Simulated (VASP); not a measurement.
**HfC: single point with HSE06**

The system is HfC.

```xyz
2
Lattice="0.0000 2.2936 2.2936 2.2936 0.0000 2.2936 2.2936 2.2936 0.0000" Properties=species:S:1:pos:R:3 pbc="T T T"
Hf    2.2936    2.2936    2.2936
C     0.0000    0.0000    0.0000
```

| Quantity | Value |
| --- | --- |
| Program | VASP 6.6.1 |
| Task | single point |
| Functional | HSE06 |
| Potentials or basis | VASP PAW PBE potentials, release 64 (Hf_pv, C) |
| Cutoff | 520 eV |
| k mesh | 6 × 6 × 6 |
| Occupations | fermi-dirac, width 0.05 eV |
| Spin | no spin polarisation |

```json
{
  "Pressure": "6.2 GPa",
  "Band gap on the k mesh": "zero (bands 7 and 8 overlap by 1.60 eV)"
}
```

Levels at points of the mesh, in eV from the Fermi level:
```tsv
k point	band 4	band 5	band 6	band 7	band 8	band 9	band 10	band 11
(0.00, 0.00, 0.00)	-13.95	1.33	1.33	1.33	2.21	2.21	2.21	4.30
(0.50, 0.00, 0.00)	-9.59	-6.97	-3.41	-3.41	6.79	6.79	7.36	7.67
(0.50, 0.50, 0.00)	-11.86	-2.95	-1.59	0.04	0.04	6.51	8.36	8.36
```

It took 43 min on 1 thread of Intel Xeon 8259CL, on a shared host, peak memory 0.23 GiB.

Caveat: the k points lie up to 0.40 Å⁻¹ apart, too coarse for converged energies and pressures of a metal; the PAW data sets were made with another functional, which shifts forces and pressure a little; spin-orbit coupling is left out, which moves the levels of the heavy elements.
